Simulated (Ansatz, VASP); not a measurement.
## One calculation of B5Pt, two programs

```
B Pt
1.0
     5.13625    0.00000    0.00000
    -2.56813    4.44813    0.00000
     0.00000    0.00000    2.34537
B Pt
5 1
Direct
  0.66667 0.33333 0.50000
  0.37549 0.00000 0.00000
  0.62451 0.62451 0.00000
  0.00000 0.37549 0.00000
  0.33333 0.66667 0.50000
  0.00000 0.00000 0.50000
```

Change from the starting cell: species swapped into the Mg5Cu type (P-62m, No. 189).

Alike in both runs: functional PBE; k mesh 6 × 6 × 8; occupations gaussian, width 0.1 eV; no spin polarisation.

Ansatz relaxed the structure, and its values are those at the end. VASP's run is a single point on that final structure, the one shown.

```csv
,VASP,Ansatz
version,VASP 6.6.1,Ansatz 0.2.0
potentials or method,"VASP PAW PBE potentials, release 64 (B, Pt), cutoff 520 eV","scalar-relativistic, plane waves, PAW"
valence electrons in the cell,25,33
```

|  | VASP | Ansatz | Ansatz less VASP |
| --- | --- | --- | --- |
| gap on the k mesh at the Fermi level (eV) | none | none | - |
| pressure (GPa) | -0.1 | 0.1 | +0.17 |
| rms of the force components (eV/Å) | 0.004 | 0.000 | -0.0035 |

A gap of «none» marks a metal or a gap that the smearing closes. The functional is the same, so the differences come from potentials, cutoffs and numerics. VASP's potentials hold 25 valence electrons a cell and Ansatz's 33, so a difference there can come from the potentials and not from the codes.

Neither program's run includes spin-orbit coupling.
